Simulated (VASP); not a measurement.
A run of VASP 6.6.1 is set up as follows.

INCAR

```
ALGO = Normal
EDIFF = 1E-6
ENCUT = 500
GGA = CA
GGA_COMPAT = F
ISIF = 2
ISMEAR = 0
LASPH = T
LCHARG = T
LELF = T
LREAL = F
LVHAR = T
LWAVE = F
NBANDS = 16
NELM = 120
PREC = Accurate
SIGMA = 0.02
```

Contents of KPOINTS:

```
k-points
0
Gamma
  8 8 8
```

Contents of POSCAR:

```
ZnSe
1.0
    0.0000000000      2.7836602963      2.7836602963
    2.7836602963      0.0000000000      2.7836602963
    2.7836602963      2.7836602963      0.0000000000
Zn Se
1 1
Direct
    0.0000000000      0.0000000000      0.0000000000
    0.2500000000      0.2500000000      0.2500000000
```

Potentials or basis: VASP PAW LDA potentials, release 64 (Zn, Se).

Launch:

```console
$ cat potpaw_LDA.64/Zn/POTCAR potpaw_LDA.64/Se/POTCAR > POTCAR
$ mpirun -np 1 vasp_std > vasp.out
```

Task: Predict the pressure.

Result: 0.4 GPa.

Task: Predict the band gap on the k mesh.

Result: 1.29 eV, direct.

A hybrid or GW would open this gap; LDA tends to underestimate it.
